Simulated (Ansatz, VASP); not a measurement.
# MgO: VASP beside Ansatz

```xyz
2
Lattice="0.0000 2.1022 2.1022 2.1022 0.0000 2.1022 2.1022 2.1022 0.0000" Properties=species:S:1:pos:R:3 pbc="T T T"
Mg    0.0000    0.0000    0.0000
O     2.1022    2.1022    2.1022
```

Alike in both runs: task single point; functional HSE06; k mesh 8 × 8 × 8; no spin polarisation.

```csv
,VASP,Ansatz
version,VASP 6.6.1,Ansatz 0.2.0
potentials or method,"VASP PAW PBE potentials, release 64 (Mg, O)","plane waves, PAW"
plane-wave cutoff (eV),520,420
occupations,"gaussian, width 0.01 eV",fixed
valence electrons in the cell,8,16
```

Ansatz gave:

| Property | Result |
| --- | --- |
| gap on the k mesh at the Fermi level (eV) | 6.54 |
| pressure (GPa) | -0.3 |

Task: Which values does VASP return?

Result: gap on the k mesh at the Fermi level (eV): 6.50; pressure (GPa): -0.6.

VASP's potentials hold 8 valence electrons a cell and Ansatz's 16, so a difference there can come from the potentials and not from the codes. Ansatz's warnings: stress exchange threshold loose, stress scf threshold loose.
